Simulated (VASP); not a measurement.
# LiCl (P6_3mc) in VASP: further runs

The runs below take LiCl through single point, with HSE06, PBE, LDA, r2SCAN.

All numbers are computed with VASP 6.6.1; they aren't measurements. Logs are shortened: lines on timing, memory, paths and dates and some standing lists are left out, and cuts for length are marked.

## (1) The cell of the first run

The structure is hexagonal, space group P6_3mc (No. 186). Conventional cell: a = 3.894 Å, b = 3.894 Å, c = 6.224 Å, α = 90.00°, β = 90.00°, γ = 120.00°. Li (site symmetry 3m) has 4 Cl at 2.37 Å within 3.1 Å. Cl (site symmetry 3m) has 4 Li at 2.37 Å within 3.1 Å.

## (2) Single point, HSE06

POSCAR reads:

```
LiCl
1.0
    3.8941840783      0.0000000000      0.0000000000
   -1.9470920392      3.3724623388      0.0000000000
    0.0000000000      0.0000000000      6.2244575060
Li Cl
2 2
Direct
    0.3333333333      0.6666666667     -0.0031270676
    0.6666666667      0.3333333333      0.4968729324
    0.3333333333      0.6666666667      0.3781270676
    0.6666666667      0.3333333333      0.8781270676
```

INCAR.step1 reads:

```
ALGO = Normal
EDIFF = 1E-5
ENCUT = 520
GGA = PE
ISIF = 2
ISMEAR = 0
LASPH = True
LREAL = False
LUSENCCL = False
LWAVE = True
NBANDS = 18
NELM = 80
PREC = Accurate
SIGMA = 0.01
```

INCAR.step2 reads:

```
ALGO = Normal
EDIFF = 1E-6
ENCUT = 520
GGA = PE
HFSCREEN = 0.2079
ISIF = 2
ISMEAR = 0
ISTART = 1
LASPH = True
LCHARG = True
LELF = True
LHFCALC = True
LREAL = False
LUSENCCL = False
LVHAR = True
LWAVE = False
NBANDS = 18
NELM = 80
PREC = Accurate
PRECFOCK = Normal
SIGMA = 0.01
```

KPOINTS reads:

```
k-points
0
Gamma
  6 6 2
```

Potentials or basis: VASP PAW PBE potentials, release 64 (Li_sv, Cl).

Run with:

```sh
$ cat potpaw_PBE.64/Li_sv/POTCAR potpaw_PBE.64/Cl/POTCAR > POTCAR
$ cp INCAR.step1 INCAR
$ mpirun -np 1 vasp_std > vasp.out
$ cp INCAR.step2 INCAR
$ mpirun -np 1 vasp_std > vasp.out
```

OUTCAR:

```text
EDIFF = 1E-6
   ENCUT = 520
   GGA = PE
   HFSCREEN = 0.2079
   ISIF = 2
   ISMEAR = 0
   ISTART = 1
   LASPH = True
   LHFCALC = True
   LREAL = False
   NELM = 80
   PREC = Accurate
   PRECFOCK = Normal

 ion  position               nearest neighbor table
   1  0.333  0.667  0.997-   4 2.37   4 2.37   4 2.37   3 2.37
   2  0.667  0.333  0.497-   3 2.37   3 2.37   3 2.37   4 2.37
   3  0.333  0.667  0.378-   2 2.37   2 2.37   2 2.37   1 2.37
   4  0.667  0.333  0.878-   1 2.37   1 2.37   1 2.37   2 2.37

  LATTYP: Found a hexagonal cell.
 ALAT       =     3.8941840783
 C/A-ratio  =     1.5983983758

  Lattice vectors:

 A1 = (   3.8941840783,   0.0000000000,   0.0000000000)
 A2 = (  -1.9470920392,   3.3724623388,   0.0000000000)
 A3 = (   0.0000000000,   0.0000000000,   6.2244575060)

Analysis of symmetry for initial positions (statically):
=====================================================================
 Subroutine PRICEL returns:
 Original cell was already a primitive cell.

 Routine SETGRP: Setting up the symmetry group for a
 hexagonal supercell.

 Subroutine GETGRP returns: Found 12 space group operations
 (whereof  6 operations were pure point group operations)
 out of a pool of 24 trial point group operations.

The static configuration has the point symmetry C_3v.
 The point group associated with its full space group is C_6v.

Analysis of symmetry for dynamics (positions and initial velocities):
=====================================================================
 Subroutine PRICEL returns:
 Original cell was already a primitive cell.

 Routine SETGRP: Setting up the symmetry group for a
 hexagonal supercell.

 Subroutine GETGRP returns: Found 12 space group operations
 (whereof  6 operations were pure point group operations)
 out of a pool of 24 trial point group operations.

The dynamic configuration has the point symmetry C_3v.
 The point group associated with its full space group is C_6v.

 Subroutine INISYM returns: Found 12 space group operations
 (whereof  6 operations are pure point group operations),
 and found     1 'primitive' translations

----------------------------------------------------------------------------------------

                                     Primitive cell

  volume of cell :      81.7457

  direct lattice vectors                    reciprocal lattice vectors
     3.894184078  0.000000000  0.000000000     0.256793202  0.148259625 -0.000000000
    -1.947092039  3.372462339  0.000000000     0.000000000  0.296519249  0.000000000
     0.000000000  0.000000000  6.224457506     0.000000000 -0.000000000  0.160656571

  length of vectors
     3.894184078  3.894184078  6.224457506     0.296519249  0.296519249  0.160656571

  position of ions in fractional coordinates (direct lattice)
     0.333333333  0.666666667  0.996872932
     0.666666667  0.333333333  0.496872932
     0.333333333  0.666666667  0.378127068
     0.666666667  0.333333333  0.878127068

  ion indices of the primitive-cell ions
   primitive index   ion index
                 1           1
                 2           2
                 3           3
                 4           4

----------------------------------------------------------------------------------------

 KPOINTS: k-points

Automatic generation of k-mesh.
 Grid dimensions read from file:
 generate k-points for:    6    6    2

 Generating k-lattice:

  Cartesian coordinates                     Fractional coordinates (reciprocal lattice)
     0.042798867  0.024709937 -0.000000000     0.166666667  0.000000000  0.000000000
     0.000000000  0.049419875  0.000000000     0.000000000  0.166666667  0.000000000
     0.000000000 -0.000000000  0.080328286     0.000000000  0.000000000  0.500000000

  Length of vectors
     0.049419875  0.049419875  0.080328286

  Shift w.r.t. Gamma in fractional coordinates (k-lattice)
     0.000000000  0.000000000  0.000000000

 Subroutine IBZKPT returns following result:
 ===========================================

 Found     14 irreducible k-points:

 Following reciprocal coordinates:
            Coordinates               Weight
  0.000000  0.000000  0.000000      1.000000
  0.166667  0.000000  0.000000      6.000000
  0.333333  0.000000  0.000000      6.000000
  0.500000  0.000000  0.000000      3.000000
  0.166667  0.166667  0.000000      6.000000
  0.333333  0.166667  0.000000     12.000000
  0.333333  0.333333  0.000000      2.000000
  0.000000  0.000000  0.500000      1.000000
  0.166667  0.000000  0.500000      6.000000
  0.333333  0.000000  0.500000      6.000000
  0.500000  0.000000  0.500000      3.000000
  0.166667  0.166667  0.500000      6.000000
  0.333333  0.166667  0.500000     12.000000
  0.333333  0.333333  0.500000      2.000000
   k-points           NKPTS =     14   k-points in BZ     NKDIM =     72   number of bands    NBANDS=     18
   number of dos      NEDOS =    301   number of ions     NIONS =      4
   total plane-waves  NPLWV =  43200
   dimension x,y,z NGX =    30 NGY =   30 NGZ =   48
   dimension x,y,z NGXF=    60 NGYF=   60 NGZF=   96
   ions per type =               2   2
   NGX,Y,Z   is equivalent  to a cutoff of  12.81, 12.81, 12.82 a.u.
   NGXF,Y,Z  is equivalent  to a cutoff of  25.61, 25.61, 25.64 a.u.
 SYSTEM =  unknown system
   PREC   = accura    normal or accurate (medium, high low for compatibility)
   ISTART =      1    job   : 0-new  1-cont  2-samecut
   ICHARG =      0    charge: 1-file 2-atom 10-const
   ISPIN  =      1    spin polarized calculation?
   LNONCOLLINEAR =      F non collinear calculations
   LSORBIT =      F    spin-orbit coupling
   LASPH  =      T    aspherical Exc in radial PAW
   ENCUT  =  520.0 eV  38.22 Ry    6.18 a.u.   7.24  7.24 11.57*2*pi/ulx,y,z
   NELM   =     80;   NELMIN=  2; NELMDL=  0     # of ELM steps
   EDIFF  = 0.1E-05   stopping-criterion for ELM
   LREAL  =      F    real-space projection
   EDIFFG = 0.1E-04   stopping-criterion for IOM
   NSW    =      0    number of steps for IOM
   IBRION =     -1    ionic relax: 0-MD 1-quasi-New 2-CG
   NFREE  =      0    steps in history (QN), initial steepest desc. (CG)
   ISIF   =      2    stress and relaxation
   ISYM   =      3    0-nonsym 1-usesym 2-fastsym
   POTIM  = 0.5000    time-step for ionic-motion
   TEBEG  =    0.0;   TEEND  =   0.0 temperature during run
   PSTRESS=    0.0 pullay stress
   NELECT =      20.0000    total number of electrons
   NUPDOWN=      -1.0000    fix difference up-down
   EMIN   =  10.00;   EMAX   =-10.00  energy-range for DOS
   EFERMI =   0.00;   METHOD = LEGACY
   ISMEAR =     0;   SIGMA  =   0.01  broadening in eV -4-tet -1-fermi 0-gaus
   EFERMI_NEDOS =   21; number of points for ismear=-14 and -15
   IALGO  =     38    algorithm
   IMIX   =      1    mixing-type and parameters
     AMIX     =   0.40;   BMIX     =  1.00
     AMIX_MAG =   1.60;   BMIX_MAG =  1.00
  volume/ion in A,a.u.               =      20.44       137.91
  Fermi-wavevector in a.u.,A,eV,Ry     =   1.023913  1.934915 14.264323  1.048398
  Thomas-Fermi vector in A             =   2.157672
   LORBIT       =      0    0 simple, 1 ext, 2 COOP (PROOUT), +10 PAW based schemes
   GGA     = PE    functional components
   LHFCALC =     T    Hartree Fock is set to
   PRECFOCK=normal    Normal, Fast or Accurate (Low or Medium for compatibility)
   ENCUT4O =  -1.0   cutoff for four orbital integrals eV
   NKREDX  =     1    reduce k-point grid by
   NKREDY  =     1    reduce k-point grid by
   NKREDZ  =     1    reduce k-point grid by
   AEXX    =    0.2500 exact exchange contribution
   HFSCREEN=    0.2079 screening length (either q_TF or 0.3 A-1)
   HFSCREENC=   0.2079 screening length for correlation (either q_TF or 0.3 A-1)
   ENCUTFOCK=  -1.0 apply spherical cutoff to Coloumb kernel
   IVDW    =     0    specifies the selected vdW correction
   LEPSILON=     F    determine dielectric tensor
   LRPA    =     F    only Hartree local field effects (RPA)
 non-spin polarized calculation
 Gauss-broadening in eV      SIGMA  =   0.01
  energy-cutoff  :      520.00
  volume of cell :       81.75
 maximum number of plane-waves:      2244
 NGX is ok and might be reduce to    30
  NGX = 24; NGY = 24; NGZ = 36

 number of electron      19.9999998 magnetization

 Free energy of the ion-electron system (eV)
  ---------------------------------------------------
  ext. energy  EPLUGINS =         0.00000000
  ---------------------------------------------------
  free energy    TOTEN  =       -17.00595007 eV

  energy without entropy =      -17.00595007  energy(sigma->0) =      -17.00595007

 E-fermi :  -2.0199     XC(G=0):  -6.4595

 val. band max:       -2.0866790580   @ k =   0.0000   0.0000   0.0000
 cond. band min:       5.2661712017   @ k =   0.0000   0.0000   0.0000
 fundamental gap:      7.3528502597
 Fermi energy:        -2.0198761324

 k-point     1 :       0.0000    0.0000    0.0000
  band No.  band energies     occupation
      1     -47.6915      2.00000
      2     -47.6896      2.00000
      3     -16.0904      2.00000
      4     -15.7327      2.00000
      5      -4.3494      2.00000
      6      -2.5348      2.00000
[... 10 lines left out ...]
     17      10.4087      0.00000
     18      10.4871      0.00000

 k-point     2 :       0.1667    0.0000    0.0000
  band No.  band energies     occupation
      1     -47.6912      2.00000
      2     -47.6894      2.00000
      3     -16.0230      2.00000
      4     -15.7052      2.00000
      5      -4.1925      2.00000
      6      -2.9494      2.00000
[... 10 lines left out ...]
     17      10.6038      0.00000
     18      10.9721      0.00000

 k-point     3 :       0.3333    0.0000    0.0000
  band No.  band energies     occupation
      1     -47.6903      2.00000
      2     -47.6891      2.00000
      3     -15.8701      2.00000
      4     -15.6618      2.00000
      5      -3.9106      2.00000
      6      -3.6018      2.00000
[... 10 lines left out ...]
     17      11.1235      0.00000
     18      12.0951      0.00000

 k-point     4 :       0.5000    0.0000    0.0000
  band No.  band energies     occupation
      1     -47.6897      2.00000
      2     -47.6891      2.00000
      3     -15.7709      2.00000
      4     -15.6595      2.00000
      5      -4.1570      2.00000
      6      -3.6209      2.00000
[... 10 lines left out ...]
     17      11.3364      0.00000
     18      12.8876      0.00000

 k-point     5 :       0.1667    0.1667    0.0000
  band No.  band energies     occupation
      1     -47.6905      2.00000
      2     -47.6892      2.00000
      3     -15.9120      2.00000
      4     -15.6698      2.00000
      5      -3.9207      2.00000
      6      -3.4148      2.00000
[... 10 lines left out ...]
     17      10.9942      0.00000
     18      11.4634      0.00000

 k-point     6 :       0.3333    0.1667    0.0000
  band No.  band energies     occupation
      1     -47.6897      2.00000
      2     -47.6891      2.00000
      3     -15.7744      2.00000
      4     -15.6561      2.00000
      5      -4.0109      2.00000
      6      -3.5782      2.00000
[... 97 lines left out ...]
 k-point    11 :       0.5000    0.0000    0.5000
  band No.  band energies     occupation
      1     -47.6894      2.00000
      2     -47.6894      2.00000
      3     -15.7161      2.00000
      4     -15.7161      2.00000
      5      -4.1218      2.00000
      6      -4.1218      2.00000
[... 10 lines left out ...]
     17      11.3313      0.00000
     18      11.3313      0.00000

 k-point    12 :       0.1667    0.1667    0.5000
  band No.  band energies     occupation
      1     -47.6898      2.00000
      2     -47.6898      2.00000
      3     -15.7943      2.00000
      4     -15.7943      2.00000
      5      -3.6565      2.00000
      6      -3.6565      2.00000
[... 10 lines left out ...]
     17      10.9509      0.00000
     18      10.9509      0.00000

 k-point    13 :       0.3333    0.1667    0.5000
  band No.  band energies     occupation
      1     -47.6894      2.00000
      2     -47.6894      2.00000
      3     -15.7162      2.00000
      4     -15.7162      2.00000
      5      -3.9614      2.00000
      6      -3.9614      2.00000
[... 10 lines left out ...]
     17      11.7085      0.00000
     18      11.7085      0.00000

 k-point    14 :       0.3333    0.3333    0.5000
  band No.  band energies     occupation
      1     -47.6893      2.00000
      2     -47.6893      2.00000
      3     -15.6896      2.00000
      4     -15.6896      2.00000
      5      -3.7576      2.00000
      6      -3.7576      2.00000
[... 10 lines left out ...]
     17      11.8656      0.00000
     18      11.8656      0.00000

------------------------ aborting loop because EDIFF is reached ----------------------------------------

  FORCE on cell =-STRESS in cart. coord.  units (eV):
  Direction    XX          YY          ZZ          XY          YZ          ZX
  --------------------------------------------------------------------------------------
  -------------------------------------------------------------------------------------
  Total        0.0686121      0.0686121      0.0659861     -0.0000000     -0.0000000      0.0000000
  in kB        1.3447645      1.3447645      1.2932967     -0.0000000     -0.0000000      0.0000000
  external PRESSURE =       1.3276086 kB  Pullay stress =       0.0000000 kB

 VOLUME and BASIS-vectors are now :
 -----------------------------------------------------------------------------
  energy-cutoff  :      520.00
  volume of cell :       81.75
      direct lattice vectors                 reciprocal lattice vectors
     3.894184078  0.000000000  0.000000000     0.256793202  0.148259625 -0.000000000
    -1.947092039  3.372462339  0.000000000     0.000000000  0.296519249  0.000000000
     0.000000000  0.000000000  6.224457506     0.000000000 -0.000000000  0.160656571

 POSITION                                       TOTAL-FORCE (eV/Angst)
 -----------------------------------------------------------------------------------
     -0.00000      2.24831      6.20499         0.000000      0.000000      0.000263
      1.94709      1.12415      3.09276        -0.000000     -0.000000      0.000263
     -0.00000      2.24831      2.35364         0.000000     -0.000000     -0.000263
      1.94709      1.12415      5.46586         0.000000      0.000000     -0.000263
 -----------------------------------------------------------------------------------
    total drift:                                0.000000     -0.000000     -0.000408

  FREE ENERGIE OF THE ION-ELECTRON SYSTEM (eV)
  ---------------------------------------------------
  free  energy   TOTEN  =       -17.0059500706 eV

  energy  without entropy=      -17.0059500706  energy(sigma->0) =      -17.00595007
```

Wall time 11 min (1 × NVIDIA H100 80GB with 1 thread of AMD EPYC 7R13 (Zen 3), shared host); peak memory 1.2 GiB.

Results:

```
Free energy            : -17.0060 eV
Band gap on the k mesh : 7.35 eV, direct
```

Levels at points of the mesh, in eV from the valence-band top:
```csv
k point,band 8,band 9,band 10,band 11,band 12,band 13
"(0.00, 0.00, 0.00)",-0.09,-0.09,0.00,7.35,9.66,11.49
"(0.50, 0.00, 0.00)",-1.02,-0.64,-0.39,9.22,9.34,10.59
"(0.00, 0.00, 0.50)",-0.27,-0.27,-0.27,8.72,8.72,11.70
"(0.50, 0.00, 0.50)",-0.72,-0.64,-0.64,8.74,8.74,11.39
```

Caveat: the k points lie up to 0.50 Å⁻¹ apart; the cutoff is under 1.25 times the usual one of these potentials, so pressure, stress and relaxed cells hold a basis-set (Pulay) error; the PAW data sets were made with another functional, which shifts forces and pressure a little.

## (3) Single point, PBE

INCAR reads:

```
ALGO = Normal
EDIFF = 1E-6
ENCUT = 520
GGA = PE
ISIF = 2
ISMEAR = 0
LASPH = T
LCHARG = F
LREAL = F
LWAVE = F
NBANDS = 18
NELM = 100
PREC = Accurate
SIGMA = 0.01
```

KPOINTS is that of step 2.

POSCAR is that of step 2.

Potentials or basis: VASP PAW PBE potentials, release 64 (Li_sv, Cl).

Run with:

```sh
$ cat potpaw_PBE.64/Li_sv/POTCAR potpaw_PBE.64/Cl/POTCAR > POTCAR
$ mpirun -np 1 vasp_std > vasp.out
```

Run time: 12 s. Hardware: 1 thread of Intel Xeon 6975P-C (Granite Rapids), shared host; peak memory 0.19 GiB.

The run converged. Its results:

```
Free energy            : -14.8678 eV
Band gap on the k mesh : 6.03 eV, direct
```

Levels at points of the mesh, in eV from the valence-band top:
```
           k point  band 8  band 9  band 10  band 11  band 12  band 13
(0.00, 0.00, 0.00)   -0.08   -0.08     0.00     6.03     8.25     9.96
(0.50, 0.00, 0.00)   -0.95   -0.61    -0.36     7.86     7.99     9.16
(0.00, 0.00, 0.50)   -0.25   -0.25    -0.25     7.34     7.34    10.18
(0.50, 0.00, 0.50)   -0.67   -0.60    -0.60     7.40     7.40     9.94
```

Caveat: the k points lie up to 0.50 Å⁻¹ apart; the cutoff is under 1.25 times the usual one of these potentials, so pressure, stress and relaxed cells hold a basis-set (Pulay) error.

## (4) Single point, PBE

INCAR reads:

```
SYSTEM = LiCl
PREC     = Accurate       ! precision mode
ENCUT    = 520            ! plane-wave cutoff, eV
EDIFF    = 1E-7           ! SCF threshold, eV
ISMEAR   = 0              ! smearing method
SIGMA    = 0.01           ! smearing width, eV
LREAL    = .FALSE.        ! projectors in reciprocal space
LASPH    = .TRUE.         ! aspherical terms in the spheres
NELM     = 80             ! most SCF steps
ALGO     = Normal         ! electronic algorithm
ISIF     = 2              ! what is computed and relaxed
LWAVE    = .FALSE.        ! write WAVECAR
LCHARG   = .FALSE.        ! write CHGCAR
GGA      = PE             ! functional
NBANDS   = 18             ! bands
```

KPOINTS reads:

```
Automatic mesh
0
G
  6 6 2
  0 0 0
```

POSCAR is that of step 3.

Run with:

```sh
$ cat potpaw_PBE.64/Li_sv/POTCAR potpaw_PBE.64/Cl/POTCAR > POTCAR
$ mpirun -np 1 vasp_std > vasp.out
```

It took 14 s on 1 thread of Intel Xeon 6975P-C (Granite Rapids), shared host; peak memory 0.18 GiB.

The run converged. Its results:

```yaml
Free_energy: -14.8678 eV
Band_gap_on_the_k_mesh: 6.03 eV, direct
```

Levels at points of the mesh, in eV from the valence-band top:
```tsv
k point	band 6	band 7	band 8	band 9	band 10	band 11	band 12	band 13	band 14	band 15
(0.00, 0.00, 0.00)	-0.42	-0.42	-0.08	-0.08	0.00	6.03	8.25	9.96	9.96	10.49
(0.50, 0.00, 0.00)	-1.43	-1.19	-0.95	-0.61	-0.36	7.86	7.99	9.16	10.31	10.63
(0.00, 0.00, 0.50)	-1.17	-0.25	-0.25	-0.25	-0.25	7.34	7.34	10.18	10.18	10.18
(0.50, 0.00, 0.50)	-1.89	-0.67	-0.67	-0.60	-0.60	7.40	7.40	9.94	9.94	11.75
```

Caveat: the k points lie up to 0.50 Å⁻¹ apart; the cutoff is under 1.25 times the usual one of these potentials, so pressure, stress and relaxed cells hold a basis-set (Pulay) error. As with any semilocal functional, this PBE gap is likely too small.

## (5) Single point, LDA

INCAR reads:

```
SYSTEM = LiCl
PREC = Accurate
ENCUT = 520
EDIFF = 1E-6
ISMEAR = 0
SIGMA = 0.01
LREAL = .False.
LASPH = .True.
NELM = 80
ALGO = Normal
ISIF = 2
LWAVE = .False.
LCHARG = .False.
NBANDS = 18
```

KPOINTS reads:

```
Automatic mesh
0
Gamma
  6 6 2
  0 0 0
```

POSCAR is that of step 4.

Potentials or basis: VASP PAW LDA potentials, release 64 (Li_sv, Cl).

Run with:

```sh
$ cat potpaw_LDA.64/Li_sv/POTCAR potpaw_LDA.64/Cl/POTCAR > POTCAR
$ mpirun -np 1 vasp_std > vasp.out
```

Wall time 11 s (1 thread of Intel Xeon 6975P-C (Granite Rapids), shared host); peak memory 0.16 GiB.

Results (log left out):

| Item | Value |
| --- | --- |
| Free energy | -16.0120 eV |
| Band gap on the k mesh | 5.61 eV, direct |

Levels at points of the mesh, in eV from the valence-band top:
```csv
k point,band 8,band 9,band 10,band 11,band 12,band 13
"(0.00, 0.00, 0.00)",-0.08,-0.08,0.00,5.61,7.90,9.65
"(0.50, 0.00, 0.00)",-0.99,-0.64,-0.38,7.49,7.61,8.82
"(0.00, 0.00, 0.50)",-0.26,-0.26,-0.26,6.95,6.95,9.88
"(0.50, 0.00, 0.50)",-0.70,-0.63,-0.63,7.01,7.01,9.62
```

Caveat: the k points lie up to 0.50 Å⁻¹ apart; the cutoff is under 1.25 times the usual one of these potentials, so pressure, stress and relaxed cells hold a basis-set (Pulay) error. LDA gaps usually lie below the measured ones, often by a third to a half.

(Part 1 of 2 ends here.)
